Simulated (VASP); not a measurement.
# Se (P-6m2) in VASP: notebook, part 2 of 2

VASP 6.6.1.

### Step 5. Single point, PBE

This run uses another cell than the first one, of 25.77 Å³/atom, 1.530 times its volume.

INCAR

```
SYSTEM = Se
PREC     = Accurate       ! precision mode
ENCUT    = 520            ! plane-wave cutoff, eV
EDIFF    = 1E-6           ! SCF threshold, eV
ISMEAR   = 0              ! smearing method
SIGMA    = 0.1            ! smearing width, eV
LREAL    = .FALSE.        ! projectors in reciprocal space
LASPH    = .TRUE.         ! aspherical terms in the spheres
NELM     = 60             ! most SCF steps
ALGO     = Normal         ! electronic algorithm
ISIF     = 2              ! what is computed and relaxed
LWAVE    = .FALSE.        ! write WAVECAR
LCHARG   = .FALSE.        ! write CHGCAR
GGA      = PE             ! functional
NBANDS   = 16             ! bands
```

KPOINTS

```
Automatic mesh
0
G
  12 12 8
  0 0 0
```

POSCAR

```
Se
1.0
    3.8357991128      0.0000000000      0.0000000000
   -1.9178995564      3.3218994755      0.0000000000
    0.0000000000      0.0000000000      6.0664798383
Se
3
Direct
    0.6666666667      0.3333333333      0.6946028351
    0.6666666667      0.3333333333      0.3053971649
    0.0000000000      0.0000000000      0.0000000000
```

Potentials or basis: VASP PAW PBE potentials, release 64 (Se).

The run is started by

```sh
$ cat potpaw_PBE.64/Se/POTCAR > POTCAR
$ mpirun -np 1 vasp_std > vasp.out
```

OUTCAR:

```text
SYSTEM = Se
   PREC = Accurate
   ENCUT = 520
   EDIFF = 1E-6
   ISMEAR = 0
   LREAL = .FALSE.
   LASPH = .TRUE.
   NELM = 60
   ISIF = 2
   GGA = PE

 ion  position               nearest neighbor table
   1  0.667  0.333  0.695-   2 2.36
   2  0.667  0.333  0.305-   1 2.36
   3  0.000  0.000  0.000-

  LATTYP: Found a hexagonal cell.
 ALAT       =     3.8357991128
 C/A-ratio  =     1.5815426356

  Lattice vectors:

 A1 = (   3.8357991128,   0.0000000000,   0.0000000000)
 A2 = (  -1.9178995564,   3.3218994755,   0.0000000000)
 A3 = (   0.0000000000,   0.0000000000,   6.0664798383)

Analysis of symmetry for initial positions (statically):
=====================================================================
 Subroutine PRICEL returns:
 Original cell was already a primitive cell.

 Routine SETGRP: Setting up the symmetry group for a
 hexagonal supercell.

 Subroutine GETGRP returns: Found 12 space group operations
 (whereof 12 operations were pure point group operations)
 out of a pool of 24 trial point group operations.

The static configuration has the point symmetry D_3h.

Analysis of symmetry for dynamics (positions and initial velocities):
=====================================================================
 Subroutine PRICEL returns:
 Original cell was already a primitive cell.

 Routine SETGRP: Setting up the symmetry group for a
 hexagonal supercell.

 Subroutine GETGRP returns: Found 12 space group operations
 (whereof 12 operations were pure point group operations)
 out of a pool of 24 trial point group operations.

The dynamic configuration has the point symmetry D_3h.

 Subroutine INISYM returns: Found 12 space group operations
 (whereof 12 operations are pure point group operations),
 and found     1 'primitive' translations

----------------------------------------------------------------------------------------

                                     Primitive cell

[... 108 lines left out ...]
   EFERMI_NEDOS =   21; number of points for ismear=-14 and -15
   IALGO  =     38    algorithm
   IMIX   =      4    mixing-type and parameters
     AMIX     =   0.40;   BMIX     =  1.00
     AMIX_MAG =   1.60;   BMIX_MAG =  1.00
  volume/ion in A,a.u.               =      25.77       173.88
  Fermi-wavevector in a.u.,A,eV,Ry     =   1.007177  1.903289 13.801835  1.014406
  Thomas-Fermi vector in A             =   2.139966
   LORBIT       =      0    0 simple, 1 ext, 2 COOP (PROOUT), +10 PAW based schemes
   GGA     = PE    functional components
   LHFCALC =     F    Hartree Fock is set to
   AEXX    =    0.0000 exact exchange contribution
   IVDW    =     0    specifies the selected vdW correction
   LEPSILON=     F    determine dielectric tensor
   LRPA    =     F    only Hartree local field effects (RPA)
 non-spin polarized calculation
 Gauss-broadening in eV      SIGMA  =   0.10
  energy-cutoff  :      520.00
  volume of cell :       77.30
 maximum number of plane-waves:      2112
 NGX is ok and might be reduce to    30
   NGX = 15   NGY = 15   NGZ = 23

 number of electron      18.0000000 magnetization

 Free energy of the ion-electron system (eV)
  ---------------------------------------------------
  ext. energy  EPLUGINS =         0.00000000
  ---------------------------------------------------
  free energy    TOTEN  =        -9.49312328 eV

  energy without entropy =       -9.48588792  energy(sigma->0) =       -9.48950560

 E-fermi :   3.2798     XC(G=0):  -9.2396

 val. band max:        3.2528213496   @ k =   0.0833   0.0833   0.3750
 cond. band min:       3.2904336033   @ k =   0.0833  -0.0000   0.3750
 fundamental gap:      0.0376122537
 Fermi energy:         3.2797690175

 k-point     1 :       0.0000    0.0000    0.0000
  band No.  band energies     occupation
      1     -12.2539      2.00000
      2      -9.1780      2.00000
      3      -8.9090      2.00000
      4      -0.4206      2.00000
      5       0.8312      2.00000
      6       0.8312      2.00000
[... 433 lines left out ...]
      3      -8.2483      2.00000
      4      -2.4791      2.00000
      5      -0.8727      2.00000
      6      -0.0545      2.00000
[... 8 lines left out ...]
     15      11.7185      0.00000
     16      12.5214      0.00000

 [... further k-points ...]
[... 5 lines left out ...]
  --------------------------------------------------------------------------------------
  -------------------------------------------------------------------------------------
  Total        0.0036939      0.0036939      0.0642522     -0.0000000      0.0000000     -0.0000000
  in kB        0.0765623      0.0765623      1.3317397     -0.0000000      0.0000000     -0.0000000
  external PRESSURE =       0.4949547 kB  Pullay stress =       0.0000000 kB

 VOLUME and BASIS-vectors are now :
 -----------------------------------------------------------------------------
  energy-cutoff  :      520.00
  volume of cell :       77.30
      direct lattice vectors                 reciprocal lattice vectors
     3.835799113  0.000000000  0.000000000     0.260701870  0.150516295  0.000000000
    -1.917899556  3.321899475  0.000000000     0.000000000  0.301032589  0.000000000
     0.000000000  0.000000000  6.066479838     0.000000000  0.000000000  0.164840241

 POSITION                                       TOTAL-FORCE (eV/Angst)
 -----------------------------------------------------------------------------------
      1.91790      1.10730      4.21379         0.000000     -0.000000      0.012151
      1.91790      1.10730      1.85269         0.000000      0.000000     -0.012151
      0.00000      0.00000      0.00000        -0.000000      0.000000      0.000000
 -----------------------------------------------------------------------------------
    total drift:                               -0.000000      0.000000      0.000000

  FREE ENERGIE OF THE ION-ELECTRON SYSTEM (eV)
  ---------------------------------------------------
  free  energy   TOTEN  =        -9.4931232777 eV

  energy  without entropy=       -9.4858879182  energy(sigma->0) =       -9.48950560
```

OSZICAR:

```text
N       E                     dE             d eps       ncg     rms          rms(c)
DAV:   1     0.754445123194E+02    0.75445E+02   -0.73731E+03  3040   0.950E+02
DAV:   2    -0.486591948002E+01   -0.80310E+02   -0.76612E+02  4120   0.156E+02
DAV:   3    -0.947152622661E+01   -0.46056E+01   -0.45789E+01  3728   0.400E+01
DAV:   4    -0.950233852600E+01   -0.30812E-01   -0.30806E-01  3984   0.389E+00
DAV:   5    -0.950254348335E+01   -0.20496E-03   -0.20495E-03  3928   0.310E-01    0.613E+00
DAV:   6    -0.949334100031E+01    0.92025E-02   -0.32892E-02  3680   0.111E+00    0.369E+00
DAV:   7    -0.949553092903E+01   -0.21899E-02   -0.24165E-02  3608   0.110E+00    0.751E-01
DAV:   8    -0.949301069597E+01    0.25202E-02   -0.73545E-03  3528   0.645E-01    0.733E-02
DAV:   9    -0.949311424530E+01   -0.10355E-03   -0.13492E-03  4072   0.229E-01    0.485E-02
DAV:  10    -0.949312107035E+01   -0.68250E-05   -0.81954E-05  3592   0.513E-02    0.278E-02
DAV:  11    -0.949312332175E+01   -0.22514E-05   -0.90981E-06  4104   0.176E-02    0.137E-02
DAV:  12    -0.949312327768E+01    0.44072E-07   -0.23397E-06  3224   0.106E-02
   1 F= -.94931233E+01 E0= -.94895056E+01  d E =-.723536E-02
```

It took 53 s on 1 thread of Intel Xeon 6975P-C (Granite Rapids), shared host; peak memory 0.24 GiB.

Results:

```
Free energy            : -9.4931 eV
Pressure               : 0.0 GPa
Largest force          : 0.012 eV/Å
Band gap on the k mesh : zero (band 9 reaches 3.84 eV, above the bottom of band 10 at 3.04 eV)
```

Forces on the atoms (eV/Å):
```
Se   0.000  0.000  0.012
Se   0.000  0.000 -0.012
Se   0.000  0.000  0.000
```

Stress tensor (GPa, compression positive):
```
0.01 0.00 0.00
0.00 0.01 0.00
0.00 0.00 0.13
```

### Step 6. Relaxation of cell and atoms, PBE

This run uses another cell than the first one, of 25.55 Å³/atom, 1.517 times its volume.

INCAR

```
PREC = Accurate
ENCUT = 600
EDIFF = 1E-7
ISMEAR = 0
SIGMA = 0.1
LREAL = F
LASPH = T
NELM = 80
ALGO = Normal
ISIF = 3
LWAVE = F
LCHARG = F
GGA = PE
IBRION = 2
NSW = 100
EDIFFG = -0.01
```

KPOINTS

```
regular mesh
0
Gamma
  12 12 8
```

POSCAR

```
Se
1.0
    3.8231310433      0.0000000000      0.0000000000
   -1.9115655217      3.3109286055      0.0000000000
    0.0000000000      0.0000000000      6.0563166466
Se
3
Direct
    0.6666666667      0.3333333333      0.6959068697
    0.6666666667      0.3333333333      0.3040931303
    0.0000000000      0.0000000000      0.0000000000
```

Potentials or basis: VASP PAW PBE potentials, release 64 (Se).

The run is started by

```sh
$ cat potpaw_PBE.64/Se/POTCAR > POTCAR
$ mpirun -np 1 vasp_std > vasp.out
```

It took 1.8 min on 1 thread of Intel Xeon 6975P-C (Granite Rapids), shared host; peak memory 0.27 GiB.

It converged, with:

| Item | Value |
| --- | --- |
| Free energy | -9.4932 eV |
| Relaxed volume | 25.76 Å³/atom |
| Relaxed cell | a = 3.834 Å, b = 3.834 Å, c = 6.071 Å, α = 90.00°, β = 90.00°, γ = 120.00° |
| Space group after relaxing (to 0.05 Å) | P-6m2 (No. 187) |
| Energy gained by relaxing | 0.4 meV/atom |
| Ionic steps | 5 |
| Pressure after relaxing | 0.0 GPa |
| Band gap on the k mesh | zero (band 9 reaches 3.85 eV, above the bottom of band 10 at 3.04 eV) |

The path:
| step | energy change (eV) | largest force (eV/Å) | pressure (GPa) | volume (Å³) |
| --- | --- | --- | --- | --- |
| 1 | 0.0000 | 0.0609 | 0.33 | 76.66 |
| 2 | -0.0007 | 0.0589 | -0.11 | 77.25 |
| 3 | -0.0007 | 0.0592 | -0.06 | 77.19 |
| 4 | -0.0011 | 0.0142 | -0.01 | 77.26 |
| 5 | -0.0011 | 0.0013 | 0.00 | 77.28 |

Final structure:
```
CELL_PARAMETERS angstrom
3.83373 0.00000 0.00000
-1.91687 3.32011 0.00000
0.00000 0.00000 6.07118
ATOMIC_POSITIONS crystal
Se 0.66667 0.33333 0.69469
Se 0.66667 0.33333 0.30531
Se 0.00000 0.00000 0.00000
```

Levels at points of the mesh, in eV from the Fermi level:
```csv
k point,band 6,band 7,band 8,band 9,band 10,band 11,band 12,band 13
"(0.00, 0.00, 0.00)",-2.44,-1.57,-0.17,-0.17,0.22,0.22,3.50,4.24
"(0.50, 0.00, 0.00)",-3.78,-3.61,-0.49,-0.37,0.14,1.11,3.06,4.80
"(0.00, 0.00, 0.50)",-1.84,-1.56,-1.56,0.29,1.02,1.02,1.21,5.65
"(0.50, 0.00, 0.50)",-3.88,-3.05,-2.27,-0.90,-0.24,1.89,2.57,5.46
```

### Step 7. Summary

| task | cell | k mesh | cutoff (eV) | gap on the mesh (eV) | pressure (GPa) | relaxed volume (Å³/atom) | largest force (eV/Å) |
| --- | --- | --- | --- | --- | --- | --- | --- |
| single point | a = 3.332, b = 3.332, c = 5.253 Å, angles 90.0, 90.0, 120.0°, 3 atoms | 6 × 6 × 4 | 520 | none | 58.7 | - | 4.11 |
| single point | a = 3.823, b = 3.823, c = 6.056 Å, angles 90.0, 90.0, 120.0°, 3 atoms | 6 × 6 × 4 | 520 | none | 0.3 | - | 0.02 |
| relaxation of cell and atoms | relaxed from a = 3.332, b = 3.332, c = 5.253 Å, angles 90.0, 90.0, 120.0°, 3 atoms | 6 × 6 × 4 | 600 | none | 0.1 | 25.67 | 0.01 |
| single point | a = 3.836, b = 3.836, c = 6.066 Å, angles 90.0, 90.0, 120.0°, 3 atoms | 12 × 12 × 8 | 520 | none | 0.0 | - | 0.01 |
| relaxation of cell and atoms | relaxed from a = 3.823, b = 3.823, c = 6.056 Å, angles 90.0, 90.0, 120.0°, 3 atoms | 12 × 12 × 8 | 600 | none | 0.0 | 25.76 | - |

Alike in all rows: level PBE; potentials or basis VASP PAW PBE potentials, release 64 (Se); no spin polarisation; smearing gaussian 0.1 eV.

Caveats: some runs use coarse meshes; forces of over 1 eV/Å act on the atoms, so gaps and moduli don't describe the material at rest (some runs); the volume moved by over 15 % at a fixed basis, so the end points are rough (some runs).

Absolute energies hang on the potentials; compare differences alone.
